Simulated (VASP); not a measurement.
# CdS (Fm-3m) in VASP: a series of runs

CdS is run at these levels: LDA, PBE; tasks: vibrations by perturbation theory, elastic constants.

Program: VASP 6.6.1. These are calculated values, not measurements. Logs are shortened: lines on timing, memory, paths and dates and some standing lists are left out, and cuts for length are marked.

## Step 1: The cell of the first run

The structure is cubic, space group Fm-3m (No. 225). Conventional cell: a = 5.506 Å, b = 5.506 Å, c = 5.506 Å, α = 90.00°, β = 90.00°, γ = 90.00°. Within 3.6 Å of Cd (site symmetry m-3m) lie 6 S at 2.75 Å. Within 3.6 Å of S (site symmetry m-3m) lie 6 Cd at 2.75 Å.

## Step 2: Vibrations by perturbation theory, LDA

INCAR reads:

```
ALGO = Normal ; EDIFF = 1E-8
ENCUT = 520 ; IBRION = 8
ISIF = 2 ; ISMEAR = -1
LASPH = T ; LCHARG = F
LREAL = F ; LWAVE = F
NELM = 80 ; NSW = 1
PREC = Accurate ; SIGMA = 0.05
```

KPOINTS reads:

```
k-points
0
Gamma
  6 6 6
```

POSCAR reads:

```
CdS
1.0
    0.0000000000      2.7532440000      2.7532440000
    2.7532440000      0.0000000000      2.7532440000
    2.7532440000      2.7532440000      0.0000000000
Cd S
1 1
Direct
    0.0000000000      0.0000000000      0.0000000000
    0.5000000000      0.5000000000      0.5000000000
```

Potentials or basis: VASP PAW LDA potentials, release 64 (Cd, S).

The run is started by

```
$ cat potpaw_LDA.64/Cd/POTCAR potpaw_LDA.64/S/POTCAR > POTCAR
$ mpirun -np 1 vasp_std > vasp.out
```

OUTCAR:

```text
EDIFF = 1E-8
   ENCUT = 520
   IBRION = 8
   ISIF = 2
   ISMEAR = -1
   LASPH = T
   LREAL = F
   NELM = 80
   NSW = 1
   PREC = Accurate

 ion  position               nearest neighbor table
   1  0.000  0.000  0.000-   2 2.75   2 2.75   2 2.75   2 2.75   2 2.75   2 2.75
   2  0.500  0.500  0.500-   1 2.75   1 2.75   1 2.75   1 2.75   1 2.75   1 2.75

  LATTYP: Found a face centered cubic cell.
 ALAT       =     5.5064880000

  Lattice vectors:

 A1 = (   0.0000000000,   2.7532440000,   2.7532440000)
 A2 = (   2.7532440000,   0.0000000000,   2.7532440000)
 A3 = (   2.7532440000,   2.7532440000,   0.0000000000)

Analysis of symmetry for initial positions (statically):
=====================================================================
 Subroutine PRICEL returns:
 Original cell was already a primitive cell.

 Routine SETGRP: Setting up the symmetry group for a
 face centered cubic supercell.

 Subroutine GETGRP returns: Found 48 space group operations
[... 9 lines left out ...]

 Routine SETGRP: Setting up the symmetry group for a
 face centered cubic supercell.

 Subroutine GETGRP returns: Found 48 space group operations
[... 11 lines left out ...]
                                     Primitive cell

  volume of cell :      41.7411

  direct lattice vectors                    reciprocal lattice vectors
     0.000000000  2.753244000  2.753244000    -0.181603955  0.181603955  0.181603955
     2.753244000  0.000000000  2.753244000     0.181603955 -0.181603955  0.181603955
     2.753244000  2.753244000  0.000000000     0.181603955  0.181603955 -0.181603955

  length of vectors
     3.893675005  3.893675005  3.893675005     0.314547277  0.314547277  0.314547277

  position of ions in fractional coordinates (direct lattice)
     0.000000000  0.000000000  0.000000000
     0.500000000  0.500000000  0.500000000

  ion indices of the primitive-cell ions
   primitive index   ion index
                 1           1
                 2           2

----------------------------------------------------------------------------------------

 KPOINTS: k-points

Automatic generation of k-mesh.
 Grid dimensions read from file:
 generate k-points for:    6    6    6

 Generating k-lattice:

  Cartesian coordinates                     Fractional coordinates (reciprocal lattice)
    -0.030267326  0.030267326  0.030267326     0.166666667  0.000000000  0.000000000
     0.030267326 -0.030267326  0.030267326     0.000000000  0.166666667  0.000000000
     0.030267326  0.030267326 -0.030267326     0.000000000  0.000000000  0.166666667

  Length of vectors
     0.052424546  0.052424546  0.052424546

  Shift w.r.t. Gamma in fractional coordinates (k-lattice)
     0.000000000  0.000000000  0.000000000

 Subroutine IBZKPT returns following result:
 ===========================================

 Found     16 irreducible k-points:

 Following reciprocal coordinates:
            Coordinates               Weight
  0.000000  0.000000  0.000000      1.000000
  0.166667  0.000000  0.000000      8.000000
  0.333333  0.000000  0.000000      8.000000
  0.500000  0.000000  0.000000      4.000000
  0.166667  0.166667  0.000000      6.000000
  0.333333  0.166667  0.000000     24.000000
[... 8 lines left out ...]
 -0.333333  0.333333  0.166667     24.000000
 -0.333333  0.500000  0.166667     12.000000
   k-points           NKPTS =     16   k-points in BZ     NKDIM =     16   number of bands    NBANDS=     13
   number of dos      NEDOS =    301   number of ions     NIONS =      2
   total plane-waves  NPLWV =  27000
[... 43 lines left out ...]
   IVDW    =     0    specifies the selected vdW correction
   LEPSILON=     F    determine dielectric tensor
   LRPA    =     F    only Hartree local field effects (RPA)
 non-spin polarized calculation
  energy-cutoff  :      520.00
  volume of cell :       41.74
 maximum number of plane-waves:      1158
 NGX is ok and might be reduce to    30
   NGX = 15   NGY = 15   NGZ = 15

--------------------------------------- Ionic step        1  -------------------------------------------

 number of electron      18.0000005 magnetization

 Free energy of the ion-electron system (eV)
  ---------------------------------------------------
  ext. energy  EPLUGINS =         0.00000000
  ---------------------------------------------------
  free energy    TOTEN  =        -7.18895719 eV

  energy without entropy =       -7.18425099  energy(sigma->0) =       -7.18660409

 E-fermi :   2.6374     XC(G=0): -10.6601

 val. band max:        2.5668548395   @ k =   0.5000   0.5000   0.0000
 cond. band min:       3.1617319399   @ k =   0.0000   0.0000   0.0000
 fundamental gap:      0.5948771003
 Fermi energy:         2.6374221048

 k-point     1 :       0.0000    0.0000    0.0000
  band No.  band energies     occupation
      1     -10.1043      2.00000
      2      -5.0447      2.00000
      3      -5.0447      2.00000
      4      -5.0401      2.00000
      5      -5.0401      2.00000
      6      -5.0401      2.00000
      7       1.8342      2.00000
      8       1.8342      2.00000
      9       1.8342      2.00000
     10       3.1617      0.00006
     11      11.7155      0.00000
     12      11.7155      0.00000
     13      11.7155      0.00000
[... 228 lines left out ...]
      2      -5.1250      2.00000
      3      -5.1063      2.00000
      4      -4.9240      2.00000
      5      -4.7748      2.00000
      6      -4.2645      2.00000
      7      -1.1195      2.00000
      8      -0.2223      2.00000
      9      -0.0944      2.00000
     10       4.7570      0.00000
     11       9.2606      0.00000
     12      10.2378      0.00000
     13      10.9864      0.00000

------------------------ aborting loop because EDIFF is reached ----------------------------------------

  FORCE on cell =-STRESS in cart. coord.  units (eV):
  Direction    XX          YY          ZZ          XY          YZ          ZX
  --------------------------------------------------------------------------------------
  -------------------------------------------------------------------------------------
  Total       -1.6529783     -1.6529783     -1.6529783     -0.0000000      0.0000000     -0.0000000
  in kB      -63.4473728    -63.4473728    -63.4473728     -0.0000000      0.0000000     -0.0000000
  external PRESSURE =     -63.4473728 kB  Pullay stress =       0.0000000 kB

 VOLUME and BASIS-vectors are now :
 -----------------------------------------------------------------------------
  energy-cutoff  :      520.00
  volume of cell :       41.74
      direct lattice vectors                 reciprocal lattice vectors
     0.000000000  2.753244000  2.753244000    -0.181603955  0.181603955  0.181603955
     2.753244000  0.000000000  2.753244000     0.181603955 -0.181603955  0.181603955
     2.753244000  2.753244000  0.000000000     0.181603955  0.181603955 -0.181603955

 POSITION                                       TOTAL-FORCE (eV/Angst)
 -----------------------------------------------------------------------------------
      0.00000      0.00000      0.00000        -0.000000      0.000000      0.000000
      2.75324      2.75324      2.75324         0.000000     -0.000000     -0.000000
 -----------------------------------------------------------------------------------
    total drift:                               -0.000000      0.000000      0.000000

  FREE ENERGIE OF THE ION-ELECTRON SYSTEM (eV)
  ---------------------------------------------------
  free  energy   TOTEN  =        -7.1889571865 eV

  energy  without entropy=       -7.1842509908  energy(sigma->0) =       -7.18660409

[... ionic steps 2 to 3 ...]

--------------------------------------- Ionic step        4  -------------------------------------------

------------------------ aborting loop because EDIFF is reached ----------------------------------------

[... ionic steps 5 to 6 ...]

--------------------------------------- Ionic step        7  -------------------------------------------

 Free energy of the ion-electron system (eV)
  ---------------------------------------------------
  ---------------------------------------------------
  free energy    TOTEN  =        -0.10377636 eV

  energy without entropy =       -0.10377636

------------------------ aborting loop because EDIFF is reached ----------------------------------------

 INTERNAL STRAIN TENSOR  FOR ION    2  DIRECTION 1   (eV/Angst):
 -----------------------------------------------------------------------------
    -0.04355 -0.00000  0.00000
     0.00000  0.03246  0.00000
     0.00000  0.00000  0.03246

 INTERNAL STRAIN TENSOR FOR ION    2 for displacements in x,y,z  (eV/Angst):
          X           Y           Z          XY          YZ          ZX
  --------------------------------------------------------------------------------
  x     0.00000     0.00000     0.00000     0.00000     0.00000     0.00000
  y     0.00000     0.00000     0.00000     0.00000     0.00000     0.00000
  z     0.00000     0.00000     0.00000     0.00000     0.00000     0.00000

 SECOND DERIVATIVES (NOT SYMMETRIZED)
 ------------------------------------
               1X          1Y          1Z          2X          2Y          2Z
  1X    -0.924077    0.000000    0.000000    0.924077    0.000000    0.000000
  1Y     0.000000   -0.924077    0.000000    0.000000    0.924077    0.000000
  1Z     0.000000    0.000000   -0.924077    0.000000    0.000000    0.924077
  2X     0.900051    0.000000    0.000000   -0.900051    0.000000    0.000000
  2Y     0.000000    0.900051    0.000000    0.000000   -0.900051    0.000000
  2Z     0.000000    0.000000    0.900051    0.000000    0.000000   -0.900051

 Eigenvectors and eigenvalues of the dynamical matrix
 ----------------------------------------------------

   1 f  =    2.978148 THz    18.712253 2PiTHz   99.340309 cm-1    12.316623 meV
             X         Y         Z           dx          dy          dz
      0.000000  0.000000  0.000000     0.475967   -0.000000    0.000000
      2.753244  2.753244  2.753244    -0.879463   -0.000000    0.000000
[... 21 lines left out ...]
   6 f/i=    0.016420 THz     0.103170 2PiTHz    0.547714 cm-1     0.067908 meV
             X         Y         Z           dx          dy          dz
      0.000000  0.000000  0.000000    -0.026506   -0.873127   -0.101990
      2.753244  2.753244  2.753244    -0.014345   -0.472538   -0.055197

--------------------------------------------------------------------------------------------------------

 ELASTIC MODULI CONTR FROM IONIC RELAXATION (kBar)
 Direction    XX          YY          ZZ          XY          YZ          ZX
 --------------------------------------------------------------------------------
 XX           0.0000      0.0000      0.0000      0.0000      0.0000      0.0000
 YY           0.0000      0.0000      0.0000      0.0000      0.0000      0.0000
 ZZ           0.0000      0.0000      0.0000      0.0000      0.0000      0.0000
 XY           0.0000      0.0000      0.0000      0.0000      0.0000      0.0000
 YZ           0.0000      0.0000      0.0000      0.0000      0.0000      0.0000
 ZX           0.0000      0.0000      0.0000      0.0000      0.0000      0.0000
 --------------------------------------------------------------------------------
```

Run time: 31 s. Hardware: 1 thread of Intel Xeon 6975P-C (Granite Rapids), shared host; peak memory 0.19 GiB.

What came out:

```yaml
Highest_phonon_frequency_at_Γ_LO-TO_splitting_left_out: 99 cm⁻¹
```

Phonon frequencies in cm⁻¹ (negative: imaginary):
| q point | frequencies |
| --- | --- |
| (0.000, 0.000, 0.000) | -1 -1 -1 99 99 99 |

Caveat: the cell wasn't relaxed at this level first, which shifts response properties.

(Part 1 of 2 ends here.)
